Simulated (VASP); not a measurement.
Input of a VASP 6.6.1 run:

Contents of INCAR:

```
SYSTEM = MgO
ALGO = Normal
EDIFF = 1E-6
ENCUT = 600
GGA = PE
GGA_COMPAT = .False.
ISIF = 2
ISMEAR = -1
LASPH = .True.
LCHARG = .False.
LREAL = .False.
LWAVE = .False.
NBANDS = 11
NELM = 120
PREC = Accurate
SIGMA = 0.05
```

Contents of KPOINTS:

```
k-points
0
Gamma
  8 8 8
  0 0 0
```

File POSCAR:

```
MgO
1.0
    0.0281133333      2.1225566667      2.1225566667
    2.1225566667      0.0281133333      2.1225566667
    2.1225566667      2.1225566667      0.0281133333
Mg O
1 1
Direct
    0.0000000000      0.0000000000      0.0000000000
    0.5000000000      0.5000000000      0.5000000000
```

Potentials or basis: VASP PAW PBE potentials, release 64 (Mg, O).

Launch:

```console
$ cat potpaw_PBE.64/Mg/POTCAR potpaw_PBE.64/O/POTCAR > POTCAR
$ mpirun -np 1 vasp_std > vasp.out
```

Question: What does it give for the pressure?

Answer: 3.1 GPa.

Question: Predict the band gap on the k mesh.

Answer: 4.64 eV.

Stress tensor (GPa, compression positive):
```
 3.14 -2.01 -2.01
-2.01  3.14 -2.01
-2.01 -2.01  3.14
```

Caveat: the cell stands under pressure.
